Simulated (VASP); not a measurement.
Here is a VASP 6.6.1 calculation.

The input INCAR:

```
SYSTEM = Ba2AgBiS
  ALGO = Normal
  EDIFF = 1E-6
  ENCUT = 630
  GGA = PE
  GGA_COMPAT = .FALSE.
  ISIF = 2
  ISMEAR = 0
  LASPH = .TRUE.
  LCHARG = .FALSE.
  LREAL = .FALSE.
  LWAVE = .FALSE.
  NBANDS = 71
  NELM = 120
  PREC = Accurate
  SIGMA = 0.0107
```

The input KPOINTS:

```
k-points
0
G
  6 6 2
  0 0 0
```

The input POSCAR:

```
Ba2AgBiS
1.0
    4.2089850000      0.0000000000      0.0000000000
    2.1044920000     -7.2668840000      0.0000000000
    0.0000000000      0.0000000000     -9.3528280000
Ba Bi Ag S
4 2 2 2
Direct
    0.3437800000      0.3124400000      0.4378500000
    0.6562200000      0.6875600000      0.9378500000
    0.6562200000      0.6875600000      0.5621500000
    0.3437800000      0.3124400000      0.0621500000
    0.2915200000      0.4169600000      0.7500000000
    0.7084800000      0.5830400000      0.2500000000
    0.0000000000      0.0000000000      0.5000000000
    0.0000000000      0.0000000000      0.0000000000
    0.9190300000      0.1619400000      0.7500000000
    0.0809700000      0.8380600000      0.2500000000
```

Potentials or basis: VASP PAW PBE potentials, release 64 (Ba_sv, Bi_d, Ag_sv_GW, S).

Command:

```sh
$ cat potpaw_PBE.64/Ba_sv/POTCAR potpaw_PBE.64/Bi_d/POTCAR potpaw_PBE.64/Ag_sv_GW/POTCAR potpaw_PBE.64/S/POTCAR > POTCAR
$ mpirun -np 1 vasp_std > vasp.out
```

Task: Estimate the band gap on the k mesh.

Result: Zero (bands 60 and 61 overlap by 0.20 eV).

Task: Predict the largest force.

Result: 1.822 eV/Å.

Forces on the atoms (eV/Å):
```
Ba   0.000  1.548  0.961
Ba   0.000 -1.548  0.961
Ba   0.000 -1.548 -0.961
Ba   0.000  1.548 -0.961
Bi   0.000 -1.418  0.000
Bi   0.000  1.418  0.000
Ag   0.000  0.000  0.000
Ag   0.000  0.000  0.000
S    0.000  1.775  0.000
S    0.000 -1.775  0.000
```

Caveat: spin-orbit coupling is left out, which moves the levels of the heavy elements; forces of over 1 eV/Å act on the atoms, so gaps and moduli don't describe the material at rest.
